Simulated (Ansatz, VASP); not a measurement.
## Hg: VASP beside Ansatz

```
Hg
1.0
     0.00000    2.62683    2.62683
     2.62683    0.00000    2.62683
     2.62683    2.62683    0.00000
Hg
2
Cartesian
  -0.6567 -0.6567 -0.6567
  0.6567 0.6567 0.6567
```

Change from the starting cell: volume scaled by 0.5, LAPW.

Alike in both runs: task single point; functional PBEsol; k mesh 12 × 12 × 12; occupations fermi-dirac, width 0.05 eV; no spin polarisation.

|  | VASP | Ansatz |
| --- | --- | --- |
| version | VASP 6.6.1 | Ansatz 0.2.0 |
| potentials or method | VASP PAW PBE potentials, release 64 (Hg), cutoff 520 eV | all-electron LAPW, scalar-relativistic |

Ansatz gave:

- pressure (GPa): 116.8

Q: Which values does VASP return?

A: Pressure (GPa): 124.2.

VASP's potentials were made for PBE, not for PBEsol. Both programs put the cell under a high pressure, so it lies far from rest at this level. Ansatz ran all-electron here, and VASP with PAW potentials.

Neither program's run includes spin-orbit coupling. Noted on VASP's run: the cell as given lies far from equilibrium.
